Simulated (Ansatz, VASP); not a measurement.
# One calculation of Si, two programs

```xyz
1
Lattice="2.6205 0.0000 0.0000 -1.3103 2.2695 0.0000 0.0000 0.0000 2.4294" Properties=species:S:1:pos:R:3 pbc="T T T"
Si    0.0000    0.0000    0.0000
```

Change from the starting cell: strain -0.0150 x Voigt [0, 0, 1, 0, 0, 0], atoms carried along.

Alike in both runs: task single point; functional LDA; k mesh 24 × 24 × 20; occupations gaussian, width 0.15 eV; no spin polarisation.

|  | VASP | Ansatz |
| --- | --- | --- |
| version | VASP 6.6.1 | Ansatz 0.2.0 |
| potentials or method | VASP PAW LDA potentials, release 64 (Si), cutoff 520 eV | scalar-relativistic, plane waves, PAW |
| valence electrons in the cell | 4 | 4 |

|  | VASP | Ansatz | Ansatz less VASP |
| --- | --- | --- | --- |
| gap on the k mesh at the Fermi level (eV) | none | none | - |
| pressure (GPa) | 1.2 | 1.1 | -0.10 |
| traceless stress, the component that is largest in VASP (GPa) | 2.32 | 2.30 | -0.020 |

LDA's correlation is that of Perdew and Zunger in VASP and of Perdew and Wang (1992) in Ansatz. A gap of «none» marks a metal or a gap that the smearing closes.
